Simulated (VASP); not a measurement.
# MnSi (R3) in VASP: single point with PBE

Aim: the single point of MnSi with PBE.

All numbers are computed with VASP 6.6.1; they aren't measurements. Logs are shortened: lines on timing, memory, paths and dates and some standing lists are left out, and cuts for length are marked.

### 1 The cell of the first run

It takes space group R3 (No. 146, trigonal). The conventional cell has a = 6.699 Å, b = 6.699 Å, c = 7.566 Å, α = 90.00°, β = 90.00°, γ = 120.00°. Mn (site symmetry 1) has 7 Si at 2.35 to 2.64 Å and 6 Mn at 2.69 to 2.93 Å within 3.1 Å. Mn (site symmetry 3) has 7 Si at 2.24 to 2.53 Å and 6 Mn at 2.84 to 2.85 Å within 3.0 Å. Si (site symmetry 1) has 7 Mn at 2.35 to 2.62 Å and 6 Si at 2.72 to 2.98 Å within 3.1 Å. Si (site symmetry 3) has 7 Mn at 2.24 to 2.64 Å and 6 Si at 2.84 to 2.89 Å within 3.0 Å.

### 2 Single point, PBE

The input, INCAR:

```
SYSTEM = MnSi
PREC = Accurate ; ENCUT = 500
EDIFF = 1E-6 ; ISMEAR = 0
SIGMA = 0.1 ; LREAL = .False.
LASPH = .True. ; NELM = 120
ALGO = Normal ; ISIF = 2
LWAVE = .False. ; LCHARG = .True.
GGA = PE ; LELF = .True.
LVHAR = .True. ; NBANDS = 44
GGA_COMPAT = .False.
```

The input, KPOINTS:

```
Automatic mesh
0
Gamma
  6 6 14
  0 0 0
```

The input, POSCAR:

```
MnSi
1.0
    6.6994692722      0.0000000000      0.0000382553
   -3.3497346360      5.8019105817     -0.0000302420
   -3.3497207032      1.9339655198      2.5219649299
Mn Si
4 4
Direct
    0.1349277025      0.6308775366      0.3679355252
    0.8638863352      0.8650773597      0.3679284483
    0.3691239098      0.1361225437      0.3679313771
    0.6384724920      0.3615179098      0.9154333534
    0.8429999379      0.3501413511      0.6509644224
    0.1581024708      0.1570002304      0.6509620227
    0.6498560126      0.8418889170      0.6509644888
    0.3426311392      0.6573741517      0.0278803621
```

Potentials or basis: VASP PAW PBE potentials, release 64 (Mn_pv, Si).

Command:

```sh
$ cat potpaw_PBE.64/Mn_pv/POTCAR potpaw_PBE.64/Si/POTCAR > POTCAR
$ mpirun -np 1 vasp_std > vasp.out
```

OUTCAR:

```text
SYSTEM = MnSi
   PREC = Accurate
   ENCUT = 500
   EDIFF = 1E-6
   ISMEAR = 0
   LREAL = .False.
   LASPH = .True.
   NELM = 120
   ISIF = 2
   GGA = PE

 ion  position               nearest neighbor table
   1  0.135  0.631  0.368-   5 2.35   8 2.37   7 2.39   6 2.45   6 2.58   7 2.62   8 2.64   3 2.69
                             2 2.69   4 2.84   4 2.85   2 2.93   3 2.93
   2  0.864  0.865  0.368-   6 2.35   8 2.37   5 2.39   7 2.45   7 2.58   5 2.62   8 2.64   3 2.69
                             1 2.69   4 2.84   4 2.85   1 2.93   3 2.93
   3  0.369  0.136  0.368-   7 2.35   8 2.37   6 2.39   5 2.45   5 2.58   6 2.62   8 2.64   1 2.69
                             2 2.69   4 2.84   4 2.85   2 2.93   1 2.93
   4  0.638  0.362  0.915-   8 2.24   6 2.46   7 2.46   5 2.46   5 2.53   7 2.53   6 2.53   3 2.84
                             2 2.84   1 2.84   3 2.85   1 2.85   2 2.85
   5  0.843  0.350  0.651-   1 2.35   2 2.39   3 2.45   4 2.46   4 2.53   3 2.58   2 2.62   6 2.72
                             7 2.72   8 2.84   8 2.89   6 2.98   7 2.98
   6  0.158  0.157  0.651-   2 2.35   3 2.39   1 2.45   4 2.46   4 2.53   1 2.58   3 2.62   5 2.72
                             7 2.72   8 2.84   8 2.89   5 2.98   7 2.98
   7  0.650  0.842  0.651-   3 2.35   1 2.39   2 2.45   4 2.46   4 2.53   2 2.58   1 2.62   5 2.72
                             6 2.72   8 2.84   8 2.89   6 2.98   5 2.98
   8  0.343  0.657  0.028-   4 2.24   1 2.37   3 2.37   2 2.37   3 2.64   2 2.64   1 2.64   7 2.84
                             5 2.84   6 2.84   7 2.89   5 2.89   6 2.89

  LATTYP: Found a trigonal (rhomboedric) cell.
 ALAT       =     4.6175165023
 COS(alpha) =    -0.0525266017

  Lattice vectors:

 A1 = (   0.0000139328,  -3.8679450619,   2.5219951719)
 A2 = (   3.3497485690,   1.9339655198,   2.5220031852)
 A3 = (  -3.3497207032,   1.9339655198,   2.5219649299)

Analysis of symmetry for initial positions (statically):
=====================================================================
 Subroutine PRICEL returns:
 Original cell was already a primitive cell.

 Routine SETGRP: Setting up the symmetry group for a
 trigonal (rhombohedral) supercell.

 Subroutine GETGRP returns: Found  1 space group operations
 (whereof  1 operations were pure point group operations)
 out of a pool of 12 trial point group operations.

The static configuration has the point symmetry C_1 .

Analysis of symmetry for dynamics (positions and initial velocities):
=====================================================================
 Subroutine PRICEL returns:
 Original cell was already a primitive cell.

 Routine SETGRP: Setting up the symmetry group for a
 trigonal (rhombohedral) supercell.

 Subroutine GETGRP returns: Found  1 space group operations
 (whereof  1 operations were pure point group operations)
 out of a pool of 12 trial point group operations.

The dynamic configuration has the point symmetry C_1 .

 Subroutine INISYM returns: Found  1 space group operations
 (whereof  1 operations are pure point group operations),
 and found     1 'primitive' translations

----------------------------------------------------------------------------------------

                                     Primitive cell

  volume of cell :      98.0290

  direct lattice vectors                    reciprocal lattice vectors
     6.699469272  0.000000000  0.000038255     0.149264800  0.086178762  0.132170212
    -3.349734636  5.801910582 -0.000030242     0.000000755  0.172356764 -0.132170557
    -3.349720703  1.933965520  2.521964930    -0.000002264  0.000000760  0.396512630

  length of vectors
     6.699469272  6.699469272  4.617484004     0.217199734  0.217200162  0.396512630

  position of ions in fractional coordinates (direct lattice)
     0.134927703  0.630877537  0.367935525
     0.863886335  0.865077360  0.367928448
     0.369123910  0.136122544  0.367931377
     0.638472492  0.361517910  0.915433353
     0.842999938  0.350141351  0.650964422
     0.158102471  0.157000230  0.650962023
     0.649856013  0.841888917  0.650964489
     0.342631139  0.657374152  0.027880362

  ion indices of the primitive-cell ions
   primitive index   ion index
                 1           1
                 2           2
                 3           3
                 4           4
                 5           5
                 6           6
                 7           7
                 8           8

----------------------------------------------------------------------------------------

 KPOINTS: Automatic mesh

Automatic generation of k-mesh.
 Grid dimensions read from file:
 generate k-points for:    6    6   14

 Generating k-lattice:

  Cartesian coordinates                     Fractional coordinates (reciprocal lattice)
     0.024877467  0.014363127  0.022028369     0.166666667  0.000000000  0.000000000
     0.000000126  0.028726127 -0.022028426    -0.000000000  0.166666667  0.000000000
    -0.000000162  0.000000054  0.028322331     0.000000000 -0.000000000  0.071428571

  Length of vectors
     0.036199956  0.036200027  0.028322331

  Shift w.r.t. Gamma in fractional coordinates (k-lattice)
     0.000000000  0.000000000  0.000000000

 -----------------------------------------------------------------------------
|                                                                             |
|           W    W    AA    RRRRR   N    N  II  N    N   GGGG   !!!           |
|           W    W   A  A   R    R  NN   N  II  NN   N  G    G  !!!           |
|           W    W  A    A  R    R  N N  N  II  N N  N  G       !!!           |
|           W WW W  AAAAAA  RRRRR   N  N N  II  N  N N  G  GGG   !            |
|           WW  WW  A    A  R   R   N   NN  II  N   NN  G    G                |
|           W    W  A    A  R    R  N    N  II  N    N   GGGG   !!!           |
|                                                                             |
|     Your reciprocal lattice and k-lattice belong to different lattice       |
|     classes:                                                                |
|                                                                             |
|        The reciprocal lattice is rhombohedral (trigonal),                   |
|        whereas your k-lattice is base-centered monoclinic.                  |
|                                                                             |
|     Results are often still useful ...                                      |
|                                                                             |
 -----------------------------------------------------------------------------

 WARNING: IBZKPT: internal override: KBLOWUP is changed to .FALSE.
      ... skipping the blow-up phase ...

 Subroutine IBZKPT returns following result:
 ===========================================

 Found    256 irreducible k-points:

 Following reciprocal coordinates:
            Coordinates               Weight
  0.000000  0.000000  0.000000      1.000000
  0.166667  0.000000  0.000000      2.000000
  0.333333  0.000000  0.000000      2.000000
  0.500000  0.000000  0.000000      1.000000
 -0.000000  0.166667 -0.000000      2.000000
  0.166667  0.166667 -0.000000      2.000000
[... 16 lines left out ...]
  0.333333  0.000000  0.071429      2.000000
  0.500000  0.000000  0.071429      2.000000
 [... further k-points ...]
   k-points           NKPTS =    256   k-points in BZ     NKDIM =    256   number of bands    NBANDS=     44
   number of dos      NEDOS =    301   number of ions     NIONS =      8
   total plane-waves  NPLWV =  90000
   dimension x,y,z NGX =    50 NGY =   50 NGZ =   36
   dimension x,y,z NGXF=   100 NGYF=  100 NGZF=   72
   ions per type =               4   4
   NGX,Y,Z   is equivalent  to a cutoff of  12.41, 12.41, 12.96 a.u.
   NGXF,Y,Z  is equivalent  to a cutoff of  24.81, 24.81, 25.92 a.u.
 SYSTEM =  MnSi
   PREC   = accura    normal or accurate (medium, high low for compatibility)
   ISTART =      0    job   : 0-new  1-cont  2-samecut
   ICHARG =      2    charge: 1-file 2-atom 10-const
   ISPIN  =      1    spin polarized calculation?
   LNONCOLLINEAR =      F non collinear calculations
   LSORBIT =      F    spin-orbit coupling
   LASPH  =      T    aspherical Exc in radial PAW
   ENCUT  =  500.0 eV  36.75 Ry    6.06 a.u.  12.21 12.21  8.42*2*pi/ulx,y,z
   NELM   =    120;   NELMIN=  2; NELMDL= -5     # of ELM steps
   EDIFF  = 0.1E-05   stopping-criterion for ELM
   LREAL  =      F    real-space projection
   EDIFFG = 0.1E-04   stopping-criterion for IOM
   NSW    =      0    number of steps for IOM
   IBRION =     -1    ionic relax: 0-MD 1-quasi-New 2-CG
   NFREE  =      0    steps in history (QN), initial steepest desc. (CG)
   ISIF   =      2    stress and relaxation
   ISYM   =      2    0-nonsym 1-usesym 2-fastsym
   POTIM  = 0.5000    time-step for ionic-motion
   TEBEG  =    0.0;   TEEND  =   0.0 temperature during run
   PSTRESS=    0.0 pullay stress
   NELECT =      68.0000    total number of electrons
   NUPDOWN=      -1.0000    fix difference up-down
   EMIN   =  10.00;   EMAX   =-10.00  energy-range for DOS
   EFERMI =   0.00;   METHOD = LEGACY
   ISMEAR =     0;   SIGMA  =   0.10  broadening in eV -4-tet -1-fermi 0-gaus
   EFERMI_NEDOS =   21; number of points for ismear=-14 and -15
   IALGO  =     38    algorithm
   IMIX   =      4    mixing-type and parameters
     AMIX     =   0.40;   BMIX     =  1.00
     AMIX_MAG =   1.60;   BMIX_MAG =  1.00
  volume/ion in A,a.u.               =      12.25        82.69
  Fermi-wavevector in a.u.,A,eV,Ry     =   1.449193  2.738578 28.574430  2.100161
  Thomas-Fermi vector in A             =   2.566948
   LORBIT       =      0    0 simple, 1 ext, 2 COOP (PROOUT), +10 PAW based schemes
   GGA     = PE    functional components
   LHFCALC =     F    Hartree Fock is set to
   AEXX    =    0.0000 exact exchange contribution
   IVDW    =     0    specifies the selected vdW correction
   LEPSILON=     F    determine dielectric tensor
   LRPA    =     F    only Hartree local field effects (RPA)
 non-spin polarized calculation
 Gauss-broadening in eV      SIGMA  =   0.10
  energy-cutoff  :      500.00
  volume of cell :       98.03
 maximum number of plane-waves:      2514
 NGX is ok and might be reduce to    50
   NGX = 25   NGY = 25   NGZ = 17

 number of electron      68.0000001 magnetization

 Free energy of the ion-electron system (eV)
  ---------------------------------------------------
  ext. energy  EPLUGINS =         0.00000000
  ---------------------------------------------------
  free energy    TOTEN  =       -60.57723550 eV

  energy without entropy =      -60.52154181  energy(sigma->0) =      -60.54938866

 E-fermi :  10.2328     XC(G=0): -12.5156

 val. band max:       10.2321955573   @ k =   0.3333  -0.3333   0.4286
 cond. band min:      10.2348474142   @ k =   0.0000   0.0000   0.5000
 fundamental gap:      0.0026518569
 Fermi energy:        10.2328165367

 k-point     1 :       0.0000    0.0000    0.0000
  band No.  band energies     occupation
      1     -37.5466      2.00000
      2     -37.5429      2.00000
      3     -37.5427      2.00000
      4     -37.5173      2.00000
      5     -37.5172      2.00000
      6     -37.5077      2.00000
[... 36 lines left out ...]
     43      13.9000      0.00000
     44      13.9002      0.00000

 k-point     2 :       0.1667    0.0000    0.0000
  band No.  band energies     occupation
      1     -37.5547      2.00000
      2     -37.5475      2.00000
      3     -37.5325      2.00000
      4     -37.5214      2.00000
      5     -37.5167      2.00000
      6     -37.5023      2.00000
[... 36 lines left out ...]
     43      13.3976      0.00000
     44      14.0821      0.00000

 k-point     3 :       0.3333    0.0000    0.0000
  band No.  band energies     occupation
      1     -37.5605      2.00000
      2     -37.5543      2.00000
      3     -37.5292      2.00000
      4     -37.5216      2.00000
      5     -37.5158      2.00000
      6     -37.4955      2.00000
[... 976 lines left out ...]
     43      14.1034      0.00000
     44      14.4465      0.00000

 k-point    24 :       0.5000    0.0000    0.0714
  band No.  band energies     occupation
      1     -37.5611      2.00000
      2     -37.5566      2.00000
      3     -37.5281      2.00000
      4     -37.5223      2.00000
      5     -37.5119      2.00000
      6     -37.4934      2.00000
[... 36 lines left out ...]
     43      14.3172      0.00000
     44      14.4610      0.00000

 [... further k-points ...]

------------------------ aborting loop because EDIFF is reached ----------------------------------------

  FORCE on cell =-STRESS in cart. coord.  units (eV):
  Direction    XX          YY          ZZ          XY          YZ          ZX
  --------------------------------------------------------------------------------------
  -------------------------------------------------------------------------------------
  Total      -11.8347607    -11.8342343     -0.0334298      0.0004005     -0.0000493      0.0000121
  in kB     -193.4263592   -193.4177565     -0.5463740      0.0065459     -0.0008055      0.0001971
  external PRESSURE =    -129.1301632 kB  Pullay stress =       0.0000000 kB

 VOLUME and BASIS-vectors are now :
 -----------------------------------------------------------------------------
  energy-cutoff  :      500.00
  volume of cell :       98.03
      direct lattice vectors                 reciprocal lattice vectors
     6.699469272  0.000000000  0.000038255     0.149264800  0.086178762  0.132170212
    -3.349734636  5.801910582 -0.000030242     0.000000755  0.172356764 -0.132170557
    -3.349720703  1.933965520  2.521964930    -0.000002264  0.000000760  0.396512630

 POSITION                                       TOTAL-FORCE (eV/Angst)
 -----------------------------------------------------------------------------------
     -2.44181      4.37187      0.92791         0.007196      0.009905      0.000518
      1.65734      5.73066      0.92791         0.005218     -0.011273      0.000551
      0.78449      1.50134      0.92792        -0.012355      0.001386      0.000444
     -0.00001      3.86791      2.30870        -0.000255      0.000126      0.011169
      2.29422      3.29043      1.64173        -0.001865      0.004231     -0.004374
     -1.64725      2.16984      1.64170         0.004734     -0.000553     -0.004365
     -0.64696      6.14351      1.64171        -0.002710     -0.003796     -0.004366
      0.00003      3.86795      0.07031         0.000037     -0.000025      0.000423
 -----------------------------------------------------------------------------------
    total drift:                               -0.000393      0.000270     -0.000163

  FREE ENERGIE OF THE ION-ELECTRON SYSTEM (eV)
  ---------------------------------------------------
  free  energy   TOTEN  =       -60.5772355025 eV

  energy  without entropy=      -60.5215418127  energy(sigma->0) =      -60.54938866
```

It took 22 min on 1 thread of AMD EPYC 9R45 (Zen 5), shared host; peak memory 0.81 GiB.

What came out:

- Free energy: -60.5772 eV
- Pressure: -12.9 GPa
- Largest force: 0.012 eV/Å
- Band gap on the k mesh: zero (bands 34 and 35 overlap by 0.45 eV)

Forces in eV/Å, atoms in the order of the input:
```
Mn   0.007  0.010  0.001
Mn   0.005 -0.011  0.001
Mn  -0.012  0.001  0.000
Mn   0.000  0.000  0.011
Si  -0.002  0.004 -0.004
Si   0.005 -0.001 -0.004
Si  -0.003 -0.004 -0.004
Si   0.000  0.000  0.000
```

Stress tensor (GPa, compression positive):
```
-19.34   0.00   0.00
  0.00 -19.34   0.00
  0.00   0.00  -0.05
```

Caveat: the cell stands under tension; the run has no spin polarisation, though such a crystal can be magnetic. Spin polarisation is off, so any magnetic state and its effect on volume and gap are missing.
